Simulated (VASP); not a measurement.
# Si2Mo in VASP: notebook

Runs on Si2Mo. Level: r2SCAN. Tasks: single point.

Everything below comes from runs of VASP 6.6.1. Logs are shortened: lines on timing, memory, paths and dates and some standing lists are left out, and cuts for length are marked.

## Step 1: The cell of the first run

Symmetry: I4/mmm, No. 139, tetragonal system. The conventional cell has a = 3.250 Å, b = 3.250 Å, c = 7.748 Å, α = 90.00°, β = 90.00°, γ = 90.00°. Si (site symmetry 4mm) has 9 Si at 2.55 to 3.25 Å and 5 Mo at 2.60 to 2.63 Å within 3.4 Å. Mo (site symmetry 4/mmm) has 10 Si at 2.60 to 2.63 Å and 4 Mo at 3.25 Å within 3.4 Å.

## Step 2: Single point, r2SCAN (biaxial strain in the a-b plane: +1.5 %)

POSCAR reads:

```
Si2Mo
1.0
    3.2497756835      0.0000000000      0.0000000000
    0.0000000000      3.2497756835      0.0000000000
    0.0000000000      0.0000000000      7.7482998760
Si Mo
4 2
Direct
    0.0000000000      0.0000000000      0.3352877732
    0.5000000000      0.5000000000      0.1647122268
    0.5000000000      0.5000000000      0.8352877732
    0.0000000000      0.0000000000      0.6647122268
    0.0000000000      0.0000000000      0.0000000000
    0.5000000000      0.5000000000      0.5000000000
```

INCAR.step1 reads:

```
PREC = Accurate
ENCUT = 550
ISMEAR = 0
SIGMA = 0.1
LREAL = False
LASPH = True
NELM = 120
NBANDS = 31
GGA = PE
ALGO = Normal
EDIFF = 1E-5
LWAVE = True
LCHARG = False
GGA_COMPAT = False
```

INCAR.step2 reads:

```
PREC = Accurate
ENCUT = 550
EDIFF = 1E-6
ISMEAR = 0
SIGMA = 0.1
LREAL = False
LASPH = True
NELM = 120
ALGO = Normal
ISIF = 2
LWAVE = False
LCHARG = False
METAGGA = R2SCAN
LMIXTAU = True
NBANDS = 31
ISTART = 1
GGA_COMPAT = False
```

KPOINTS reads:

```
regular mesh
0
Gamma
  12 12 6
```

Potentials or basis: VASP PAW PBE potentials, release 64 (Si, Mo_sv).

Launch:

```sh
cat potpaw_PBE.64/Si/POTCAR potpaw_PBE.64/Mo_sv/POTCAR > POTCAR
cp INCAR.step1 INCAR
mpirun -np 1 vasp_std > vasp.out
cp INCAR.step2 INCAR
mpirun -np 1 vasp_std > vasp.out
```

OUTCAR:

```text
PREC = Accurate
   ENCUT = 550
   EDIFF = 1E-6
   ISMEAR = 0
   LREAL = False
   LASPH = True
   NELM = 120
   ISIF = 2
   METAGGA = R2SCAN
   ISTART = 1

 ion  position               nearest neighbor table
   1  0.000  0.000  0.335-   4 2.55   5 2.60   6 2.63   6 2.63   6 2.63   6 2.63   2 2.65   2 2.65
                             2 2.65   2 2.65
   2  0.500  0.500  0.165-   3 2.55   6 2.60   5 2.63   5 2.63   5 2.63   5 2.63   1 2.65   1 2.65
                             1 2.65   1 2.65
   3  0.500  0.500  0.835-   2 2.55   6 2.60   5 2.63   5 2.63   5 2.63   5 2.63   4 2.65   4 2.65
                             4 2.65   4 2.65
   4  0.000  0.000  0.665-   1 2.55   5 2.60   6 2.63   6 2.63   6 2.63   6 2.63   3 2.65   3 2.65
                             3 2.65   3 2.65
   5  0.000  0.000  0.000-   1 2.60   4 2.60   3 2.63   2 2.63   2 2.63   3 2.63   2 2.63   3 2.63
                             2 2.63   3 2.63
   6  0.500  0.500  0.500-   2 2.60   3 2.60   1 2.63   4 2.63   1 2.63   4 2.63   1 2.63   4 2.63
                             1 2.63   4 2.63

  LATTYP: Found a simple tetragonal cell.
 ALAT       =     3.2497756835
 C/A-ratio  =     2.3842568320

  Lattice vectors:

 A1 = (   3.2497756835,   0.0000000000,   0.0000000000)
 A2 = (   0.0000000000,   3.2497756835,   0.0000000000)
 A3 = (   0.0000000000,   0.0000000000,   7.7482998760)

Analysis of symmetry for initial positions (statically):
=====================================================================
 Subroutine PRICEL returns following result:

  LATTYP: Found a body centered tetragonal cell.
 ALAT       =     3.2497756835
 C/A-ratio  =     2.3842568320

  Lattice vectors:

 A1 = (   1.6248878417,  -1.6248878417,  -3.8741499380)
 A2 = (  -1.6248878417,   1.6248878417,  -3.8741499380)
 A3 = (   1.6248878417,   1.6248878417,   3.8741499380)

   2 primitive cells build up your supercell.

 Routine SETGRP: Setting up the symmetry group for a
 simple tetragonal supercell.

 Subroutine GETGRP returns: Found 16 space group operations
 (whereof 16 operations were pure point group operations)
 out of a pool of 16 trial point group operations.

The static configuration has the point symmetry D_4h.

Analysis of symmetry for dynamics (positions and initial velocities):
=====================================================================
 Subroutine PRICEL returns following result:

  LATTYP: Found a body centered tetragonal cell.
 ALAT       =     3.2497756835
 C/A-ratio  =     2.3842568320

  Lattice vectors:

 A1 = (   1.6248878417,  -1.6248878417,  -3.8741499380)
 A2 = (  -1.6248878417,   1.6248878417,  -3.8741499380)
 A3 = (   1.6248878417,   1.6248878417,   3.8741499380)

   2 primitive cells build up your supercell.

 Routine SETGRP: Setting up the symmetry group for a
 simple tetragonal supercell.

 Subroutine GETGRP returns: Found 16 space group operations
 (whereof 16 operations were pure point group operations)
 out of a pool of 16 trial point group operations.

The dynamic configuration has the point symmetry D_4h.

 Subroutine INISYM returns: Found 16 space group operations
 (whereof 16 operations are pure point group operations),
 and found     2 'primitive' translations

----------------------------------------------------------------------------------------

                                     Primitive cell

  volume of cell :      40.9151

  direct lattice vectors                    reciprocal lattice vectors
     1.624887842 -1.624887842 -3.874149938     0.307713546  0.000000000 -0.129060570
    -1.624887842  1.624887842 -3.874149938     0.000000000  0.307713546 -0.129060570
     1.624887842  1.624887842  3.874149938     0.307713546  0.307713546 -0.000000000

  length of vectors
     4.504393271  4.504393271  4.504393271     0.333682869  0.333682869  0.435172670

  position of ions in fractional coordinates (direct lattice)
     0.664712227  0.664712227  1.000000000
     0.335287773  0.335287773  1.000000000
     0.000000000  0.000000000  0.000000000

  ion indices of the primitive-cell ions
   primitive index   ion index
                 1           1
                 2           4
                 3           5

----------------------------------------------------------------------------------------

 KPOINTS: regular mesh

Automatic generation of k-mesh.
 Grid dimensions read from file:
 generate k-points for:   12   12    6

 Generating k-lattice:

  Cartesian coordinates                     Fractional coordinates (reciprocal lattice)
     0.025642796  0.000000000  0.000000000     0.083333333  0.000000000  0.000000000
     0.000000000  0.025642796  0.000000000     0.000000000  0.083333333  0.000000000
     0.000000000  0.000000000  0.021510095     0.000000000  0.000000000  0.166666667

  Length of vectors
     0.025642796  0.025642796  0.021510095

  Shift w.r.t. Gamma in fractional coordinates (k-lattice)
     0.000000000  0.000000000  0.000000000

 Subroutine IBZKPT returns following result:
 ===========================================

 Found    112 irreducible k-points:

 Following reciprocal coordinates:
            Coordinates               Weight
  0.000000  0.000000  0.000000      1.000000
  0.083333  0.000000  0.000000      4.000000
  0.166667  0.000000  0.000000      4.000000
  0.250000  0.000000  0.000000      4.000000
  0.333333  0.000000  0.000000      4.000000
  0.416667  0.000000  0.000000      4.000000
[... 16 lines left out ...]
  0.333333  0.333333  0.000000      4.000000
  0.416667  0.333333  0.000000      8.000000
 [... further k-points ...]
   k-points           NKPTS =    112   k-points in BZ     NKDIM =    112   number of bands    NBANDS=     31
   number of dos      NEDOS =    301   number of ions     NIONS =      6
   total plane-waves  NPLWV =  47040
   dimension x,y,z NGX =    28 NGY =   28 NGZ =   60
   dimension x,y,z NGXF=    56 NGYF=   56 NGZF=  120
   ions per type =               4   2
   NGX,Y,Z   is equivalent  to a cutoff of  14.32, 14.32, 12.87 a.u.
   NGXF,Y,Z  is equivalent  to a cutoff of  28.65, 28.65, 25.75 a.u.
 SYSTEM =  unknown system
   PREC   = accura    normal or accurate (medium, high low for compatibility)
   ISTART =      1    job   : 0-new  1-cont  2-samecut
   ICHARG =      0    charge: 1-file 2-atom 10-const
   ISPIN  =      1    spin polarized calculation?
   LNONCOLLINEAR =      F non collinear calculations
   LSORBIT =      F    spin-orbit coupling
   LASPH  =      T    aspherical Exc in radial PAW
   ENCUT  =  550.0 eV  40.42 Ry    6.36 a.u.   6.21  6.21 14.82*2*pi/ulx,y,z
   NELM   =    120;   NELMIN=  2; NELMDL=  0     # of ELM steps
   EDIFF  = 0.1E-05   stopping-criterion for ELM
   LREAL  =      F    real-space projection
   EDIFFG = 0.1E-04   stopping-criterion for IOM
   NSW    =      0    number of steps for IOM
   IBRION =     -1    ionic relax: 0-MD 1-quasi-New 2-CG
   NFREE  =      0    steps in history (QN), initial steepest desc. (CG)
   ISIF   =      2    stress and relaxation
   ISYM   =      2    0-nonsym 1-usesym 2-fastsym
   POTIM  = 0.5000    time-step for ionic-motion
   TEBEG  =    0.0;   TEEND  =   0.0 temperature during run
   PSTRESS=    0.0 pullay stress
   NELECT =      44.0000    total number of electrons
   NUPDOWN=      -1.0000    fix difference up-down
   EMIN   =  10.00;   EMAX   =-10.00  energy-range for DOS
   EFERMI =   0.00;   METHOD = LEGACY
   ISMEAR =     0;   SIGMA  =   0.10  broadening in eV -4-tet -1-fermi 0-gaus
   EFERMI_NEDOS =   21; number of points for ismear=-14 and -15
   IALGO  =     38    algorithm
   IMIX   =      4    mixing-type and parameters
     AMIX     =   0.40;   BMIX     =  1.00
     AMIX_MAG =   1.60;   BMIX_MAG =  1.00
  volume/ion in A,a.u.               =      13.64        92.04
  Fermi-wavevector in a.u.,A,eV,Ry     =   1.331235  2.515669 24.112055  1.772186
  Thomas-Fermi vector in A             =   2.460261
   LORBIT       =      0    0 simple, 1 ext, 2 COOP (PROOUT), +10 PAW based schemes
   METAGGA = R2SCAN    functional components
   LHFCALC =     F    Hartree Fock is set to
   AEXX    =    0.0000 exact exchange contribution
   IVDW    =     0    specifies the selected vdW correction
   LEPSILON=     F    determine dielectric tensor
   LRPA    =     F    only Hartree local field effects (RPA)
 non-spin polarized calculation
 Gauss-broadening in eV      SIGMA  =   0.10
  energy-cutoff  :      550.00
  volume of cell :       81.83
 maximum number of plane-waves:      2418
 NGX is ok and might be reduce to    28
   NGX = 13   NGY = 13   NGZ = 29

 number of electron      43.9999997 magnetization

 Free energy of the ion-electron system (eV)
  ---------------------------------------------------
  ext. energy  EPLUGINS =         0.00000000
  ---------------------------------------------------
  free energy    TOTEN  =       -89.97958687 eV

  energy without entropy =      -89.97690410  energy(sigma->0) =      -89.97824549

 E-fermi :  11.8980     XC(G=0): -13.2897

 val. band max:       11.8889504664   @ k =   0.1667   0.0000   0.0000
 cond. band min:      11.9191029399   @ k =   0.1667   0.1667   0.0000
 fundamental gap:      0.0301524735
 Fermi energy:        11.8980240443

 k-point     1 :       0.0000    0.0000    0.0000
  band No.  band energies     occupation
      1     -50.6610      2.00000
      2     -50.6602      2.00000
      3     -24.1053      2.00000
      4     -24.0759      2.00000
      5     -24.0284      2.00000
      6     -24.0284      2.00000
[... 23 lines left out ...]
     30      17.3900      0.00000
     31      17.4853      0.00000

 k-point     2 :       0.0833    0.0000    0.0000
  band No.  band energies     occupation
      1     -50.6598      2.00000
      2     -50.6591      2.00000
      3     -24.1028      2.00000
      4     -24.0744      2.00000
      5     -24.0447      2.00000
      6     -24.0425      2.00000
[... 23 lines left out ...]
     30      17.3526      0.00000
     31      17.6682      0.00000

 k-point     3 :       0.1667    0.0000    0.0000
  band No.  band energies     occupation
      1     -50.6567      2.00000
      2     -50.6560      2.00000
      3     -24.0957      2.00000
      4     -24.0889      2.00000
      5     -24.0871      2.00000
      6     -24.0703      2.00000
[... 703 lines left out ...]
     30      16.1142      0.00000
     31      17.4103      0.00000

 k-point    24 :       0.4167    0.3333    0.0000
  band No.  band energies     occupation
      1     -50.6326      2.00000
      2     -50.6325      2.00000
      3     -24.2228      2.00000
      4     -24.2227      2.00000
      5     -24.1749      2.00000
      6     -24.1744      2.00000
[... 23 lines left out ...]
     30      16.4702      0.00000
     31      17.4502      0.00000

 [... further k-points ...]
[... 5 lines left out ...]
  --------------------------------------------------------------------------------------
  -------------------------------------------------------------------------------------
  Total       -3.2523051     -3.2523051      1.2696891      0.0000000      0.0000000      0.0000000
  in kB      -63.6778903    -63.6778903     24.8596378      0.0000000      0.0000000      0.0000000
  external PRESSURE =     -34.1653809 kB  Pullay stress =       0.0000000 kB

 VOLUME and BASIS-vectors are now :
 -----------------------------------------------------------------------------
  energy-cutoff  :      550.00
  volume of cell :       81.83
      direct lattice vectors                 reciprocal lattice vectors
     3.249775683  0.000000000  0.000000000     0.307713546  0.000000000  0.000000000
     0.000000000  3.249775683  0.000000000     0.000000000  0.307713546  0.000000000
     0.000000000  0.000000000  7.748299876     0.000000000  0.000000000  0.129060570

 POSITION                                       TOTAL-FORCE (eV/Angst)
 -----------------------------------------------------------------------------------
      0.00000      0.00000      2.59791        -0.000000      0.000000      0.034293
      1.62489      1.62489      1.27624         0.000000      0.000000     -0.034293
      1.62489      1.62489      6.47206        -0.000000      0.000000      0.034293
      0.00000      0.00000      5.15039         0.000000      0.000000     -0.034293
      0.00000      0.00000      0.00000         0.000000     -0.000000     -0.000000
      1.62489      1.62489      3.87415        -0.000000     -0.000000     -0.000000
 -----------------------------------------------------------------------------------
    total drift:                                0.000000      0.000000      0.000000

  FREE ENERGIE OF THE ION-ELECTRON SYSTEM (eV)
  ---------------------------------------------------
  free  energy   TOTEN  =       -89.9795868725 eV

  energy  without entropy=      -89.9769041037  energy(sigma->0) =      -89.97824549
```

It took 12 min on 1 thread of AMD EPYC 9R14 (Zen 4), shared host; peak memory 0.36 GiB.

Results:

- Free energy: -89.9796 eV
- Pressure: -3.4 GPa
- Largest force: 0.034 eV/Å
- Band gap on the k mesh: zero (bands 22 and 23 overlap by 0.86 eV)

Forces in eV/Å, atoms in the order of the input:
```
Si   0.000  0.000  0.034
Si   0.000  0.000 -0.034
Si   0.000  0.000  0.034
Si   0.000  0.000 -0.034
Mo   0.000  0.000  0.000
Mo   0.000  0.000  0.000
```

Caveat: the cell differs from its parent crystal (biaxial strain in the a-b plane: +1.5 %); the stress differs along the axes, from -6 to 2 GPa; the PAW data sets were made with another functional, which shifts forces and pressure a little.

## Step 3: Single point, r2SCAN (biaxial strain in the a-b plane: +1.5 %, then relaxed in part)

POSCAR reads:

```
Si2Mo
1.0
    3.2497756835      0.0000000000      0.0000000000
    0.0000000000      3.2497756835      0.0000000000
    0.0000000000      0.0000000000      7.7799947083
Si Mo
4 2
Direct
    0.0000000000      0.0000000000      0.3356193704
    0.5000000000      0.5000000000      0.1643806296
    0.5000000000      0.5000000000      0.8356193704
    0.0000000000      0.0000000000      0.6643806296
    0.0000000000      0.0000000000      0.0000000000
    0.5000000000      0.5000000000      0.5000000000
```

INCAR.step1 reads:

```
SYSTEM = Si2Mo
PREC = Accurate
ENCUT = 550
ISMEAR = 0
SIGMA = 0.1
LREAL = .FALSE.
LASPH = .TRUE.
NELM = 120
NBANDS = 31
GGA = PE
ALGO = Normal
EDIFF = 1E-5
LWAVE = .TRUE.
LCHARG = .FALSE.
GGA_COMPAT = .FALSE.
```

INCAR.step2 reads:

```
SYSTEM = Si2Mo
PREC = Accurate
ENCUT = 550
EDIFF = 1E-6
ISMEAR = 0
SIGMA = 0.1
LREAL = .FALSE.
LASPH = .TRUE.
NELM = 120
ALGO = Normal
ISIF = 2
LWAVE = .FALSE.
LCHARG = .FALSE.
METAGGA = R2SCAN
LMIXTAU = .TRUE.
NBANDS = 31
ISTART = 1
GGA_COMPAT = .FALSE.
```

KPOINTS reads:

```
regular mesh
0
G
  12 12 6
  0 0 0
```

Potentials or basis: VASP PAW PBE potentials, release 64 (Si, Mo_sv).

Launch:

```sh
cat potpaw_PBE.64/Si/POTCAR potpaw_PBE.64/Mo_sv/POTCAR > POTCAR
cp INCAR.step1 INCAR
mpirun -np 1 vasp_std > vasp.out
cp INCAR.step2 INCAR
mpirun -np 1 vasp_std > vasp.out
```

Wall time 12 min (1 thread of AMD EPYC 9R14 (Zen 4), shared host); peak memory 0.36 GiB.

The run converged. Its results:

```yaml
Free_energy: -89.9827 eV
Pressure: -4.3 GPa
Largest_force: 0.003 eV/Å
Band_gap_on_the_k_mesh: zero (bands 22 and 23 overlap by 0.84 eV)
```

Forces on the atoms (eV/Å):
```
Si   0.000  0.000 -0.003
Si   0.000  0.000  0.003
Si   0.000  0.000 -0.003
Si   0.000  0.000  0.003
Mo   0.000  0.000  0.000
Mo   0.000  0.000  0.000
```

Stress tensor (GPa, compression positive):
```
-6.66  0.00  0.00
 0.00 -6.66  0.00
 0.00  0.00  0.33
```

Levels at points of the mesh, in eV from the Fermi level:
| k point | band 20 | band 21 | band 22 | band 23 | band 24 | band 25 |
| --- | --- | --- | --- | --- | --- | --- |
| (0.00, 0.00, 0.00) | -0.63 | -0.50 | -0.50 | 0.31 | 0.46 | 3.27 |
| (0.50, 0.00, 0.00) | -2.19 | -0.73 | -0.73 | 2.09 | 2.09 | 3.56 |
| (0.50, 0.50, 0.00) | -2.95 | -1.36 | -1.36 | 2.49 | 2.49 | 2.98 |
| (0.00, 0.00, 0.50) | -1.92 | 0.38 | 0.38 | 1.72 | 1.72 | 1.72 |
| (0.50, 0.00, 0.50) | -2.46 | -0.51 | -0.51 | 2.43 | 2.43 | 3.18 |
| (0.50, 0.50, 0.50) | -2.10 | -2.10 | -2.10 | 0.61 | 0.61 | 2.49 |

Caveat: the cell differs from its parent crystal (biaxial strain in the a-b plane: +1.5 %, then relaxed in part); the stress differs along the axes, from -7 to 0 GPa; the PAW data sets were made with another functional, which shifts forces and pressure a little.

(Continued in part 2 of 2.)

The gap in the log of VASP goes by the Fermi energy; the results here count the filled bands.